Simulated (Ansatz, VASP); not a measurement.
**Two plane-wave programs on B**

```
CELL_PARAMETERS angstrom
1.88144 -1.81459 0.00000
1.88144 1.81459 0.00000
-1.68450 0.00000 8.06045
ATOMIC_POSITIONS crystal
B 0.00000 0.00000 0.50000
B 0.00000 0.00000 0.00000
B 0.44605 0.10809 0.37247
B 0.89191 0.55395 0.12753
B 0.55395 0.89191 0.62753
B 0.10809 0.44605 0.87247
B 0.56447 0.43553 0.75000
B 0.43553 0.56447 0.25000
```

Alike in both runs: task relaxation of cell and atoms; functional PBE; k mesh 6 × 6 × 2; occupations gaussian, width 0.1 eV; no spin polarisation.

```csv
,VASP,Ansatz
version,VASP 6.6.1,Ansatz 0.2.0
potentials or method,"VASP PAW PBE potentials, release 64 (B), cutoff 600 eV","scalar-relativistic, plane waves, PAW"
valence electrons in the cell,24,24
```

Ansatz gave:

- gap on the k mesh at the Fermi level, each at its own relaxed structure (eV): none
- relaxed volume (Å³/atom): 8.10
- relaxed cell length with the largest relative difference (Å): 7.943

Question: Estimate VASP's values.

Answer: gap on the k mesh at the Fermi level, each at its own relaxed structure (eV): none; relaxed volume (Å³/atom): 8.03; relaxed cell length with the largest relative difference (Å): 7.827.

A gap of «none» marks a metal or a gap that the smearing closes.

The k mesh is coarse, so the values compare programs but aren't converged. Noted on VASP's run: the volume moved by over 15 % at a fixed basis, so the end points are rough.
